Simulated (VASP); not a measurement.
# Fe (Fm-3m) in VASP: settings compared

Aim: see how the results for Fe move with the level of theory and the settings. Levels: PBE, PBE+D3(BJ). Tasks: relaxation of cell and atoms.

All numbers are computed with VASP 6.6.1; they aren't measurements. Logs are shortened: lines on timing, memory, paths and dates and some standing lists are left out, and cuts for length are marked.

**1. The cell of the first run**

The structure is cubic, space group Fm-3m (No. 225). Conventional cell: a = 3.510 Å, b = 3.510 Å, c = 3.510 Å, α = 90.00°, β = 90.00°, γ = 90.00°. Within 3.3 Å of Fe (site symmetry m-3m) lie 12 Fe at 2.48 Å.

**2. Relaxation of cell and atoms, PBE**

File INCAR:

```
SYSTEM = Fe
PREC     = Accurate       ! precision mode
ENCUT    = 600            ! plane-wave cutoff, eV
EDIFF    = 1E-7           ! SCF threshold, eV
ISMEAR   = -1             ! smearing method
SIGMA    = 0.0577         ! smearing width, eV
LREAL    = .False.        ! projectors in reciprocal space
LASPH    = .True.         ! aspherical terms in the spheres
NELM     = 120            ! most SCF steps
ALGO     = Normal         ! electronic algorithm
ISIF     = 3              ! what is computed and relaxed
LWAVE    = .False.        ! write WAVECAR
LCHARG   = .False.        ! write CHGCAR
GGA      = PE             ! functional
IBRION   = 2              ! ionic algorithm
NSW      = 60             ! ionic steps
EDIFFG   = -0.01          ! ionic threshold
GGA_COMPAT= .False.      
NELMIN   = 4
```

File KPOINTS:

```
Automatic mesh
0
Gamma
  9 9 9
  0 0 0
```

File POSCAR:

```
Fe
1.0
    0.0000000000      1.7552300000      1.7552300000
    1.7552300000      0.0000000000      1.7552300000
    1.7552300000      1.7552300000      0.0000000000
Fe
1
Direct
    0.0000000000      0.0000000000      0.0000000000
```

Potentials or basis: VASP PAW PBE potentials, release 64 (Fe).

On the command line:

```sh
cat potpaw_PBE.64/Fe/POTCAR > POTCAR
mpirun -np 1 vasp_std > vasp.out
```

OUTCAR:

```text
SYSTEM = Fe
   PREC = Accurate
   ENCUT = 600
   EDIFF = 1E-7
   ISMEAR = -1
   LREAL = .False.
   LASPH = .True.
   NELM = 120
   ISIF = 3
   GGA = PE
   IBRION = 2
   NSW = 60
   EDIFFG = -0.01
   NELMIN = 4

 ion  position               nearest neighbor table
   1  0.000  0.000  0.000-

  LATTYP: Found a face centered cubic cell.
 ALAT       =     3.5104600000

  Lattice vectors:

 A1 = (   0.0000000000,   1.7552300000,   1.7552300000)
 A2 = (   1.7552300000,   0.0000000000,   1.7552300000)
 A3 = (   1.7552300000,   1.7552300000,   0.0000000000)

Analysis of symmetry for initial positions (statically):
=====================================================================
 Subroutine PRICEL returns:
 Original cell was already a primitive cell.

 Routine SETGRP: Setting up the symmetry group for a
 face centered cubic supercell.

 Subroutine GETGRP returns: Found 48 space group operations
 (whereof 48 operations were pure point group operations)
 out of a pool of 48 trial point group operations.

The static configuration has the point symmetry O_h .

Analysis of symmetry for dynamics (positions and initial velocities):
=====================================================================
 Subroutine PRICEL returns:
 Original cell was already a primitive cell.

 Routine SETGRP: Setting up the symmetry group for a
 face centered cubic supercell.

 Subroutine GETGRP returns: Found 48 space group operations
 (whereof 48 operations were pure point group operations)
 out of a pool of 48 trial point group operations.

The dynamic configuration has the point symmetry O_h .

 Subroutine INISYM returns: Found 48 space group operations
 (whereof 48 operations are pure point group operations),
 and found     1 'primitive' translations

----------------------------------------------------------------------------------------

                                     Primitive cell

  volume of cell :      10.8151

  direct lattice vectors                    reciprocal lattice vectors
     0.000000000  1.755230000  1.755230000    -0.284862952  0.284862952  0.284862952
     1.755230000  0.000000000  1.755230000     0.284862952 -0.284862952  0.284862952
     1.755230000  1.755230000  0.000000000     0.284862952  0.284862952 -0.284862952

  length of vectors
     2.482270071  2.482270071  2.482270071     0.493397107  0.493397107  0.493397107

  position of ions in fractional coordinates (direct lattice)
     0.000000000  0.000000000  0.000000000

  ion indices of the primitive-cell ions
   primitive index   ion index
                 1           1

----------------------------------------------------------------------------------------

 KPOINTS: Automatic mesh

Automatic generation of k-mesh.
 Grid dimensions read from file:
 generate k-points for:    9    9    9

 Generating k-lattice:

  Cartesian coordinates                     Fractional coordinates (reciprocal lattice)
    -0.031651439  0.031651439  0.031651439     0.111111111  0.000000000  0.000000000
     0.031651439 -0.031651439  0.031651439     0.000000000  0.111111111  0.000000000
     0.031651439  0.031651439 -0.031651439     0.000000000  0.000000000  0.111111111

  Length of vectors
     0.054821901  0.054821901  0.054821901

  Shift w.r.t. Gamma in fractional coordinates (k-lattice)
     0.000000000  0.000000000  0.000000000

 Subroutine IBZKPT returns following result:
 ===========================================

 Found     35 irreducible k-points:

 Following reciprocal coordinates:
            Coordinates               Weight
  0.000000  0.000000  0.000000      1.000000
  0.111111  0.000000  0.000000      8.000000
  0.222222  0.000000  0.000000      8.000000
  0.333333  0.000000  0.000000      8.000000
  0.444444  0.000000  0.000000      8.000000
  0.111111  0.111111  0.000000      6.000000
[... 16 lines left out ...]
 -0.333333  0.333333  0.000000     12.000000
  0.444444  0.444444  0.000000      6.000000
 [... further k-points ...]
   k-points           NKPTS =     35   k-points in BZ     NKDIM =     35   number of bands    NBANDS=      8
   number of dos      NEDOS =    301   number of ions     NIONS =      1
   total plane-waves  NPLWV =   8000
   dimension x,y,z NGX =    20 NGY =   20 NGZ =   20
   dimension x,y,z NGXF=    40 NGYF=   40 NGZF=   40
   ions per type =               1
   NGX,Y,Z   is equivalent  to a cutoff of  13.39, 13.39, 13.39 a.u.
   NGXF,Y,Z  is equivalent  to a cutoff of  26.79, 26.79, 26.79 a.u.
 SYSTEM =  Fe
   PREC   = accura    normal or accurate (medium, high low for compatibility)
   ISTART =      0    job   : 0-new  1-cont  2-samecut
   ICHARG =      2    charge: 1-file 2-atom 10-const
   ISPIN  =      1    spin polarized calculation?
   LNONCOLLINEAR =      F non collinear calculations
   LSORBIT =      F    spin-orbit coupling
   LASPH  =      T    aspherical Exc in radial PAW
   ENCUT  =  600.0 eV  44.10 Ry    6.64 a.u.   4.96  4.96  4.96*2*pi/ulx,y,z
   NELM   =    120;   NELMIN=  4; NELMDL= -5     # of ELM steps
   EDIFF  = 0.1E-06   stopping-criterion for ELM
   LREAL  =      F    real-space projection
   EDIFFG = -.1E-01   stopping-criterion for IOM
   NSW    =     60    number of steps for IOM
   IBRION =      2    ionic relax: 0-MD 1-quasi-New 2-CG
   NFREE  =      1    steps in history (QN), initial steepest desc. (CG)
   ISIF   =      3    stress and relaxation
   ISYM   =      2    0-nonsym 1-usesym 2-fastsym
   POTIM  = 0.5000    time-step for ionic-motion
   TEBEG  =    0.0;   TEEND  =   0.0 temperature during run
   PSTRESS=    0.0 pullay stress
   NELECT =       8.0000    total number of electrons
   NUPDOWN=      -1.0000    fix difference up-down
   EMIN   =  10.00;   EMAX   =-10.00  energy-range for DOS
   EFERMI =   0.00;   METHOD = LEGACY
   ISMEAR =    -1;   SIGMA  =   0.06  broadening in eV -4-tet -1-fermi 0-gaus
   EFERMI_NEDOS =   21; number of points for ismear=-14 and -15
   IALGO  =     38    algorithm
   IMIX   =      4    mixing-type and parameters
     AMIX     =   0.40;   BMIX     =  1.00
     AMIX_MAG =   1.60;   BMIX_MAG =  1.00
  volume/ion in A,a.u.               =      10.82        72.98
  Fermi-wavevector in a.u.,A,eV,Ry     =   1.480565  2.797862 29.824958  2.192073
  Thomas-Fermi vector in A             =   2.594583
   LORBIT       =      0    0 simple, 1 ext, 2 COOP (PROOUT), +10 PAW based schemes
   GGA     = PE    functional components
   LHFCALC =     F    Hartree Fock is set to
   AEXX    =    0.0000 exact exchange contribution
   IVDW    =     0    specifies the selected vdW correction
   LEPSILON=     F    determine dielectric tensor
   LRPA    =     F    only Hartree local field effects (RPA)
 conjugate gradient relaxation of ions
 non-spin polarized calculation
  energy-cutoff  :      600.00
  volume of cell :       10.82
 maximum number of plane-waves:       369
   NGX =  9   NGY =  9   NGZ =  9

--------------------------------------- Ionic step        1  -------------------------------------------

 number of electron       7.9999999 magnetization

 Free energy of the ion-electron system (eV)
  ---------------------------------------------------
  ext. energy  EPLUGINS =         0.00000000
  ---------------------------------------------------
  free energy    TOTEN  =        -8.06014367 eV

  energy without entropy =       -8.04414604  energy(sigma->0) =       -8.05214485

------------------------ aborting loop because EDIFF is reached ----------------------------------------

  FORCE on cell =-STRESS in cart. coord.  units (eV):
  Direction    XX          YY          ZZ          XY          YZ          ZX
  --------------------------------------------------------------------------------------
  -------------------------------------------------------------------------------------
  Total       -0.9387508     -0.9387508     -0.9387508      0.0000000     -0.0000000      0.0000000
  in kB     -139.0685048   -139.0685048   -139.0685048      0.0000000     -0.0000000      0.0000000
  external PRESSURE =    -139.0685048 kB  Pullay stress =       0.0000000 kB
[... 90 lines left out ...]
  energy  without entropy=       -8.0726819368  energy(sigma->0) =       -8.07982426

--------------------------------------- Ionic step        4  -------------------------------------------

 number of electron       8.0000004 magnetization

 Free energy of the ion-electron system (eV)
  ---------------------------------------------------
  ext. energy  EPLUGINS =         0.00000000
  ---------------------------------------------------
  free energy    TOTEN  =        -8.08698046 eV

  energy without entropy =       -8.07272802  energy(sigma->0) =       -8.07985424

 E-fermi :   6.8424     XC(G=0): -13.7709

 val. band max:        6.8298869694   @ k =   0.1111   0.1111   0.0000
 cond. band min:       6.8857861809   @ k =  -0.4444   0.3333   0.0000
 fundamental gap:      0.0558992115
 Fermi energy:         6.8424250091

 k-point     1 :       0.0000    0.0000    0.0000
  band No.  band energies     occupation
      1      -2.0309      2.00000
      2       5.1607      2.00000
      3       5.1607      2.00000
      4       5.1607      2.00000
      5       6.7136      1.80615
      6       6.7136      1.80615
      7      30.1318      0.00000
      8      35.6460      0.00000
[... 243 lines left out ...]
 k-point    24 :       0.4444    0.4444    0.0000
  band No.  band energies     occupation
      1       1.8952      2.00000
      2       2.6636      2.00000
      3       7.7161      0.00000
      4       7.9299      0.00000
      5       7.9299      0.00000
      6       9.3726      0.00000
      7      19.4553      0.00000
      8      23.3616      0.00000

 [... further k-points ...]
[... 5 lines left out ...]
  --------------------------------------------------------------------------------------
  -------------------------------------------------------------------------------------
  Total       -0.0018030     -0.0018030     -0.0018030      0.0000000      0.0000000      0.0000000
  in kB       -0.2823560     -0.2823560     -0.2823560      0.0000000      0.0000000      0.0000000
  external PRESSURE =      -0.2823560 kB  Pullay stress =       0.0000000 kB
[... 16 lines left out ...]
  FREE ENERGIE OF THE ION-ELECTRON SYSTEM (eV)
  ---------------------------------------------------
  free  energy   TOTEN  =        -8.0869804576 eV

  energy  without entropy=       -8.0727280185  energy(sigma->0) =       -8.07985424

 reached required accuracy - stopping structural energy minimisation
```

Wall time 9.3 s (1 thread of Intel Xeon Platinum 8488C (Sapphire Rapids), shared host); peak memory 0.13 GiB.

Results:

```
Free energy                            : -8.0870 eV
Relaxed volume                         : 10.23 Å³/atom
Relaxed cell                           : a = 2.437 Å, b = 2.437 Å, c = 2.437 Å, α = 60.00°, β = 60.00°, γ = 60.00°
Space group after relaxing (to 0.05 Å) : Fm-3m (No. 225)
Energy gained by relaxing              : 26.8 meV/atom
Ionic steps                            : 4
Pressure after relaxing                : 0.0 GPa
Band gap on the k mesh                 : zero (band 4 reaches 7.93 eV, above the bottom of band 5 at 6.13 eV)
```

Step by step:
```csv
step,energy change (eV),largest force (eV/Å),pressure (GPa),volume (Å³)
1,0.0000,0.0000,-13.91,10.82
2,0.0413,0.0000,28.90,9.41
3,-0.0268,0.0000,-0.33,10.24
4,-0.0268,0.0000,-0.03,10.23
```

Final structure:
```
CELL_PARAMETERS angstrom
0.00000 1.72304 1.72304
1.72304 0.00000 1.72304
1.72304 1.72304 0.00000
ATOMIC_POSITIONS crystal
Fe 0.00000 0.00000 0.00000
```

Caveat: the run has no spin polarisation, though such a crystal can be magnetic.

**3. Relaxation of cell and atoms, PBE+D3(BJ)**

File INCAR:

```
SYSTEM = Fe
ALGO = Normal
EDIFF = 1E-7
EDIFFG = -0.02
ENCUT = 600
GGA = PE
GGA_COMPAT = .FALSE.
IBRION = 2
ISIF = 3
ISMEAR = 1
IVDW = 12
LASPH = .TRUE.
LCHARG = .FALSE.
LREAL = .FALSE.
LWAVE = .FALSE.
NELM = 120
NELMIN = 4
NSW = 60
PREC = Accurate
SIGMA = 0.01
```

File KPOINTS:

```
k-points
0
G
  9 9 9
  0 0 0
```

POSCAR is that of step 2.

Potentials or basis: VASP PAW PBE potentials, release 64 (Fe).

On the command line:

```sh
cat potpaw_PBE.64/Fe/POTCAR > POTCAR
mpirun -np 1 vasp_std > vasp.out
```

Wall time 8.6 s (1 thread of Intel Xeon Platinum 8488C (Sapphire Rapids), shared host); peak memory 0.14 GiB.

The run converged. Its results:

```
Free energy                            : -8.4826 eV
Relaxed volume                         : 10.00 Å³/atom
Relaxed cell                           : a = 2.419 Å, b = 2.419 Å, c = 2.419 Å, α = 60.00°, β = 60.00°, γ = 60.00°
Space group after relaxing (to 0.05 Å) : Fm-3m (No. 225)
Energy gained by relaxing              : 54.4 meV/atom
Ionic steps                            : 4
Pressure after relaxing                : -0.1 GPa
Band gap on the k mesh                 : zero (band 4 reaches 8.22 eV, above the bottom of band 5 at 6.37 eV)
Dispersion energy per atom             : -0.408 eV
```

The path:
| step | energy change (eV) | largest force (eV/Å) | pressure (GPa) | volume (Å³) |
| --- | --- | --- | --- | --- |
| 1 | 0.0000 | 0.0000 | -19.83 | 10.82 |
| 2 | 0.1024 | 0.0000 | 49.15 | 8.85 |
| 3 | -0.0544 | 0.0000 | -0.76 | 10.03 |
| 4 | -0.0544 | 0.0000 | -0.15 | 10.00 |

Final structure:
```
Fe
1.0
     0.00000    1.71025    1.71025
     1.71025    0.00000    1.71025
     1.71025    1.71025    0.00000
Fe
1
Direct
  0.00000 0.00000 0.00000
```

Levels at points of the mesh, in eV from the Fermi level:
```
           k point  band 1  band 2  band 3  band 4  band 5  band 6  band 7  band 8
(0.00, 0.00, 0.00)   -9.05   -1.78   -1.78   -1.78   -0.17   -0.17   23.43   29.11
```

Caveat: the run has no spin polarisation, though such a crystal can be magnetic; pairwise dispersion overbinds metals, which lowers pressure and volume. Spin polarisation is off, so any magnetic state and its effect on volume and gap are missing.
